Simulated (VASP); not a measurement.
Wanted: the native input for a VASP 6.6.1 run.

| Item | Value |
| --- | --- |
| Task | single point |
| Functional | PBE |
| Potentials or basis | VASP PAW PBE potentials, release 64 (Ru_pv, Ir) |
| Cutoff | 400 eV |
| k mesh | 6 × 6 × 1 |
| Occupations | methfessel-paxton, width 0.1 eV |
| Spin | no spin polarisation |
| Dipole correction | yes |
| Further INCAR settings | ALGO = Normal; EDIFF = 1e-06; NBANDS = 116; NELMDL = -8 |

The structure of IrRu14 lies in POSCAR:

```
IrRu14
1.0
    4.0796284122      2.3553745620      0.0000000000
   -4.0796284122      2.3553745620      0.0000000000
    0.0000000000      0.0000000000     20.5940128308
Ru Ir
14 1
Direct
    0.3333333333      0.3336712296      0.2943034404
    0.6670045629      0.0000000000      0.2943034404
   -0.0003378963      0.6663287704      0.2943034404
    0.3333333333      0.0000000000      0.3947647636
    0.6666666667      0.6666666667      0.3948209262
    1.0000000000      0.3333333333      0.3948209262
    0.3333333333      0.3347803777      0.4992634930
    0.6681137111      0.0000000000      0.4992634930
   -0.0014470444      0.6652196223      0.4992634930
    0.6666666667      0.6666666667      0.6049996660
    1.0000000000      0.3333333333      0.6049996660
    0.3333333333      0.3379267063      0.7067081795
    0.6712600397      0.0000000000      0.7067081795
   -0.0045933730      0.6620732937      0.7067081795
    0.3333333333      0.0000000000      0.6047687133
```

These files were run (other wordings do the same):

INCAR

```
ALGO = Normal ; DIPOL = 0.5 0.5 0.500
EDIFF = 1E-6 ; ENCUT = 400
GGA = PE ; GGA_COMPAT = False
IDIPOL = 3 ; ISIF = 2
ISMEAR = 1 ; LASPH = True
LCHARG = True ; LDIPOL = True
LELF = True ; LREAL = False
LVACPOTAV = True ; LVHAR = True
LWAVE = False ; NBANDS = 116
NELM = 120 ; NELMDL = -8
PREC = Accurate ; SIGMA = 0.1
```

KPOINTS

```
k-points
0
Gamma
  6 6 1
```

Potentials or basis: VASP PAW PBE potentials, release 64 (Ru_pv, Ir).

Run with:

```console
$ cat potpaw_PBE.64/Ru_pv/POTCAR potpaw_PBE.64/Ir/POTCAR > POTCAR
$ mpirun -np 1 vasp_std > vasp.out
```

Results of the run:

```json
{
  "Largest force": "0.063 eV/Å",
  "Band gap on the k mesh": "zero (an odd number of electrons rules out a gap without spin polarisation)"
}
```

Caveat: spin-orbit coupling is left out, which moves the levels of the heavy elements.

It took 24 min on 1 thread of Intel Xeon 8259CL, on a shared host, peak memory 0.46 GiB.
